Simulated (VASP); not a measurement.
Set up this calculation in VASP 6.6.1, as the native input.

```
Task                   : single point
Functional             : r2SCAN
Potentials or basis    : VASP PAW PBE potentials, release 64 (Re)
Cutoff                 : 520 eV
k mesh                 : 9 × 9 × 8
Occupations            : gaussian, width 0.1 eV
Spin                   : no spin polarisation
Dipole correction      : no
Further INCAR settings : ALGO = Normal; EDIFF = 1e-06; NBANDS = 10
```

Crystal: Re.

```
Re
1.0
     2.64968    0.00000    0.00000
    -1.32484    2.29469    0.00000
     0.00000    0.00000    2.47580
Re
1
Direct
  0.00000 0.00000 0.00000
```

This isn't the form of Re at room conditions, which is hcp.

The input as run:

POSCAR

```
Re
1.0
    2.6496832329      0.0000000000      0.0000000000
   -1.3248416165      2.2946929917      0.0000000000
    0.0000000000      0.0000000000      2.4757977708
Re
1
Direct
    0.0000000000      0.0000000000      0.0000000000
```

INCAR.step1

```
PREC = Accurate
ENCUT = 520
ISMEAR = 0
SIGMA = 0.1
LREAL = False
LASPH = True
NELM = 60
NBANDS = 10
GGA = PE
ALGO = Normal
EDIFF = 1E-4
LWAVE = True
LCHARG = False
```

INCAR.step2

```
PREC = Accurate
ENCUT = 520
EDIFF = 1E-6
ISMEAR = 0
SIGMA = 0.1
LREAL = False
LASPH = True
NELM = 60
ALGO = Normal
ISIF = 2
LWAVE = False
LCHARG = True
METAGGA = R2SCAN
LMIXTAU = True
LELF = True
LVHAR = True
NBANDS = 10
ISTART = 1
```

KPOINTS

```
regular mesh
0
Gamma
  9 9 8
```

Potentials or basis: VASP PAW PBE potentials, release 64 (Re).

Run with:

```console
$ cat potpaw_PBE.64/Re/POTCAR > POTCAR
$ cp INCAR.step1 INCAR
$ mpirun -np 1 vasp_std > vasp.out
$ cp INCAR.step2 INCAR
$ mpirun -np 1 vasp_std > vasp.out
```

Results of the run:

```yaml
Pressure: 22.8 GPa
Band_gap_on_the_k_mesh: zero (an odd number of electrons rules out a gap without spin polarisation)
```

Caveat: the cell stands under pressure; the PAW data sets were made with another functional, which shifts forces and pressure a little; spin-orbit coupling is left out, which moves the levels of the heavy elements.

It took 23 s on 1 thread of Intel(R) Xeon(R) Platinum 8488C (Sapphire Rapids) (shared host), peak memory 0.13 GiB.
